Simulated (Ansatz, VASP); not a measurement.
# Two plane-wave programs on TaAl2N3

File INCAR:

```
PREC = Accurate ; ENCUT = 600
EDIFF = 1E-6 ; ISMEAR = 0
SIGMA = 0.1 ; LREAL = False
LASPH = True ; NELM = 80
ALGO = Normal ; ISIF = 3
LWAVE = False ; LCHARG = False
GGA = PE ; IBRION = 2
NSW = 90 ; EDIFFG = -0.04
```

Contents of KPOINTS:

```
Automatic mesh
0
Gamma
  4 4 4
```

File POSCAR:

```
TaAl2N3
1.0
    4.5867958321     -2.5631935639      0.0000000000
    4.5867958321      2.5631935639      0.0000000000
   -0.0923209865      0.0000000000      5.3601461949
Ta Al N
2 4 6
Direct
    0.9881446614      0.0177012822      0.0097588980
    0.0177012822      0.9881446614      0.5097588980
    0.3308759061      0.3316620220      0.7575477814
    0.3316620220      0.3308759061      0.2575477814
    0.6713609673      0.6738248505      0.7518729523
    0.6738248505      0.6713609673      0.2518729523
    0.9980483966      0.3983450007      0.0138833678
    0.0082569080      0.6008327425      0.5165880348
    0.6008327425      0.0082569080      0.0165880348
    0.3983450007      0.9980483966      0.5138833678
    0.3807639241      0.6296959808      0.9544750850
    0.6296959808      0.3807639241      0.4544750850
```

Input for Ansatz:

```yaml
crystal:
  lattice:
    - [4.5867958321, -2.5631935639, 0.0]
    - [4.5867958321, 2.5631935639, 0.0]
    - [-0.0923209865, 0.0, 5.3601461949]
  atoms:
    - { symbol: Ta, position: [0.9881446614, 0.0177012822, 0.009758898] }
    - { symbol: Ta, position: [0.0177012822, 0.9881446614, 0.509758898] }
    - { symbol: Al, position: [0.3308759061, 0.331662022, 0.7575477814] }
    - { symbol: Al, position: [0.331662022, 0.3308759061, 0.2575477814] }
    - { symbol: Al, position: [0.6713609673, 0.6738248505, 0.7518729523] }
    - { symbol: Al, position: [0.6738248505, 0.6713609673, 0.2518729523] }
    - { symbol: "N", position: [0.9980483966, 0.3983450007, 0.0138833678] }
    - { symbol: "N", position: [0.008256908, 0.6008327425, 0.5165880348] }
    - { symbol: "N", position: [0.6008327425, 0.008256908, 0.0165880348] }
    - { symbol: "N", position: [0.3983450007, 0.9980483966, 0.5138833678] }
    - { symbol: "N", position: [0.3807639241, 0.6296959808, 0.954475085] }
    - { symbol: "N", position: [0.6296959808, 0.3807639241, 0.454475085] }
basis:
  ecutwfc: 420
kpoints:
  mp_grid: { grid: [4, 4, 4] }
hamiltonian:
  xc: pbe
scf:
  occupations: { method: gaussian, width: 0.1 }
  lower_state_search: "off"
output:
  forces: true
  stress: true
  eigenvalues: true
relax:
  adjacent_minimum: "off"
  f_tol: 0.04
  max_steps: 70
  cell: { stress_tol: 0.4 }
```

Change from the starting cell: the structure that the rattled cell fell into.

Alike in both runs: task relaxation of cell and atoms; functional PBE; k mesh 4 × 4 × 4; occupations gaussian, width 0.1 eV; no spin polarisation.

```csv
,VASP,Ansatz
version,VASP 6.6.1,Ansatz 0.2.0
potentials or method,"VASP PAW PBE potentials, release 64 (Ta_pv, Al, N), cutoff 600 eV","scalar-relativistic, plane waves, PAW"
valence electrons in the cell,64,68
```

VASP gave:

```
gap on the k mesh at the Fermi level, each at its own relaxed structure (eV) : none
relaxed volume (Å³/atom)                                                     : 12.02
relaxed cell length with the largest relative difference (Å)                 : 5.319
```

**Question.** Which values does Ansatz return?

**Answer.** gap on the k mesh at the Fermi level, each at its own relaxed structure (eV): none; relaxed volume (Å³/atom): 12.04; relaxed cell length with the largest relative difference (Å): 5.329.

A gap of «none» marks a metal or a gap that the smearing closes. VASP's potentials hold 64 valence electrons a cell and Ansatz's 68, so a difference there can come from the potentials and not from the codes.

Neither program's run includes spin-orbit coupling.
